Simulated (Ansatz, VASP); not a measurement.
Cs: VASP beside Ansatz

INCAR

```
SYSTEM = Cs
PREC     = Accurate       ! precision mode
ENCUT    = 520            ! plane-wave cutoff, eV
EDIFF    = 1E-8           ! SCF threshold, eV
ISMEAR   = -1             ! smearing method
SIGMA    = 0.08           ! smearing width, eV
LREAL    = .False.        ! projectors in reciprocal space
LASPH    = .True.         ! aspherical terms in the spheres
NELM     = 100            ! most SCF steps
ALGO     = Normal         ! electronic algorithm
ISIF     = 2              ! what is computed and relaxed
LWAVE    = .False.        ! write WAVECAR
LCHARG   = .False.        ! write CHGCAR
LEFG     = .True.       
NBANDS   = 10             ! bands
```

File KPOINTS:

```
Automatic mesh
0
Gamma
  8 8 8
  0 0 0
```

POSCAR

```
Cs
1.0
    0.0000000000      3.8684204905      3.8684204905
    3.8684204905      0.0000000000      3.8684204905
    3.8684204905      3.8684204905      0.0000000000
Cs
1
Direct
    0.0000000000      0.0000000000      0.0000000000
```

Input for Ansatz:

```yaml
crystal:
  lattice:
    - [0.0, 3.8684204905, 3.8684204905]
    - [3.8684204905, 0.0, 3.8684204905]
    - [3.8684204905, 3.8684204905, 0.0]
  atoms:
    - { symbol: Cs, position: [0.0, 0.0, 0.0] }
kpoints:
  mp_grid: { grid: [8, 8, 8] }
scf:
  occupations: { method: fermi_dirac, width: 0.08 }
hamiltonian:
  xc: lda
  pseudopotentials: { kind: paw }
output:
  forces: true
  stress: true
  eigenvalues: true
  efg: { contact_densities: true }
```

Change from the starting cell: volume scaled by 0.9405, PAW files.

Alike in both runs: task electric field gradients; functional LDA; k mesh 8 × 8 × 8; occupations fermi-dirac, width 0.08 eV; no spin polarisation.

|  | VASP | Ansatz |
| --- | --- | --- |
| version | VASP 6.6.1 | Ansatz 0.2.0 |
| potentials or method | VASP PAW LDA potentials, release 64 (Cs_sv) | PAW with Ansatz's default frozen-core files, scalar-relativistic |
| plane-wave cutoff (eV) | 520 | 420 |
| valence electrons in the cell | 9 | 9 |

```csv
,VASP,Ansatz,Ansatz less VASP
pressure (GPa),-0.3,-0.3,+0.01
```

LDA's correlation is that of Perdew and Zunger in VASP and of Perdew and Wang (1992) in Ansatz.

Neither program's run includes spin-orbit coupling.
